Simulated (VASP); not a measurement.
Write the native input for VASP 6.6.1 that does the following.

```yaml
Task: single point
Functional: PBE
Dispersion: D3(BJ)
Potentials_or_basis: VASP PAW PBE potentials, release 64 (Mo_sv, S)
Cutoff: 520 eV
k_mesh: 12 × 12 × 4
Occupations: gaussian, width 0.05 eV
Spin: no spin polarisation
Dipole_correction: no
Further_INCAR_settings: ALGO = Normal; EDIFF = 1e-07; NBANDS = 35
```

The structure of MoS2 lies in POSCAR:

```
MoS2
1.0
    3.1493579417      0.0000000000      0.0000000000
   -1.5746789709      2.7274239831      0.0000000000
    0.0000000000      0.0000000000     12.0917670417
Mo S
2 4
Direct
    0.3333333333      0.6666666667      0.2500000000
    0.6666666667      0.3333333333      0.7500000000
    0.3333333333      0.6666666667      0.6221508183
    0.6666666667      0.3333333333      0.1221508183
    0.3333333333      0.6666666667      0.8778491817
    0.6666666667      0.3333333333      0.3778491817
```

This cell differs from its parent crystal: atoms displaced along a vibrational mode.

The input as run:

INCAR

```
SYSTEM = MoS2
PREC     = Accurate       ! precision mode
ENCUT    = 520            ! plane-wave cutoff, eV
EDIFF    = 1E-7           ! SCF threshold, eV
ISMEAR   = 0              ! smearing method
SIGMA    = 0.05           ! smearing width, eV
LREAL    = .FALSE.        ! projectors in reciprocal space
LASPH    = .TRUE.         ! aspherical terms in the spheres
NELM     = 100            ! most SCF steps
ALGO     = Normal         ! electronic algorithm
ISIF     = 2              ! what is computed and relaxed
LWAVE    = .FALSE.        ! write WAVECAR
LCHARG   = .FALSE.        ! write CHGCAR
GGA      = PE             ! functional
IVDW     = 12             ! dispersion correction
NBANDS   = 35             ! bands
```

KPOINTS

```
Automatic mesh
0
G
  12 12 4
  0 0 0
```

Potentials or basis: VASP PAW PBE potentials, release 64 (Mo_sv, S).

The run is started by

```bash
$ cat potpaw_PBE.64/Mo_sv/POTCAR potpaw_PBE.64/S/POTCAR > POTCAR
$ mpirun -np 1 vasp_std > vasp.out
```

It gave:

| Quantity | Value |
| --- | --- |
| Pressure | 1.9 GPa |
| Largest force | 0.390 eV/Å |
| Band gap on the k mesh | 0.82 eV (least direct gap 1.68 eV) |
| Dispersion energy per atom | -0.437 eV |

Caveat: the cell differs from its parent crystal (atoms displaced along a vibrational mode).

Run time: 2.1 min on 1 thread of Intel(R) Xeon(R) Platinum 8259CL CPU @ 2.50GHz (Skylake/Cascade Lake), with other jobs on the host, peak memory 0.33 GiB.
